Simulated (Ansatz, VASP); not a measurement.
## One calculation of ZrGe4Mo, two programs

The input INCAR:

```
ALGO = Normal
EDIFF = 1E-6
ENCUT = 520
GGA = PE
ISIF = 2
ISMEAR = 0
LASPH = T
LCHARG = T
LELF = T
LREAL = F
LVHAR = T
LWAVE = F
NBANDS = 50
NELM = 80
PREC = Accurate
SIGMA = 0.1
```

Contents of KPOINTS:

```
k-points
0
Gamma
  6 6 2
```

File POSCAR:

```
ZrGe4Mo
1.0
    3.2560355800      0.0000000000      0.0000000000
   -1.6280177900      2.8198095300      0.0000000000
    0.0000000000      0.0000000000     12.3161288200
Zr Ge Mo
1 4 1
Direct
    0.0000000000      0.0000000000      0.0000000000
    0.6666666700      0.3333333300      0.8719140300
    0.6666666700      0.3333333300      0.3771010000
    0.3333333300      0.6666666700      0.6228990000
    0.3333333300      0.6666666700      0.1280859700
    0.0000000000      0.0000000000      0.5000000000
```

Input for Ansatz:

```yaml
crystal:
  lattice:
    - [3.25603558, 0.0, 0.0]
    - [-1.62801779, 2.81980953, 0.0]
    - [0.0, 0.0, 12.31612882]
  atoms:
    - { symbol: Zr, position: [0.0, 0.0, 0.0] }
    - { symbol: Ge, position: [0.66666667, 0.33333333, 0.87191403] }
    - { symbol: Ge, position: [0.66666667, 0.33333333, 0.377101] }
    - { symbol: Ge, position: [0.33333333, 0.66666667, 0.622899] }
    - { symbol: Ge, position: [0.33333333, 0.66666667, 0.12808597] }
    - { symbol: Mo, position: [0.0, 0.0, 0.5] }
basis:
  ecutwfc: 420
kpoints:
  mp_grid: { grid: [6, 6, 2] }
hamiltonian:
  xc: pbe
scf:
  occupations: { method: gaussian, width: 0.1 }
  lower_state_search: "off"
output:
  forces: true
  stress: true
  eigenvalues: true
```

Change from the starting cell: species swapped into the TaTiTe4 type (P-3m1, No. 164).

Alike in both runs: task single point; functional PBE; k mesh 6 × 6 × 2; occupations gaussian, width 0.1 eV; no spin polarisation.

|  | VASP | Ansatz |
| --- | --- | --- |
| version | VASP 6.6.1 | Ansatz 0.2.0 |
| potentials or method | VASP PAW PBE potentials, release 64 (Zr_sv, Ge_d, Mo_sv), cutoff 520 eV | scalar-relativistic, plane waves, PAW |
| valence electrons in the cell | 82 | 82 |

|  | VASP | Ansatz | Ansatz less VASP |
| --- | --- | --- | --- |
| gap on the k mesh at the Fermi level (eV) | none | none | - |
| pressure (GPa) | 26.4 | 26.2 | -0.23 |
| traceless stress, the component that is largest in VASP (GPa) | 4.66 | 4.66 | -0.007 |
| rms of the force components (eV/Å) | 2.001 | 1.985 | -0.0165 |

Atom by atom the forces differ by 0.017 eV/Å (rms over components). A gap of «none» marks a metal or a gap that the smearing closes.

The k mesh is coarse, so the values compare programs but aren't converged.
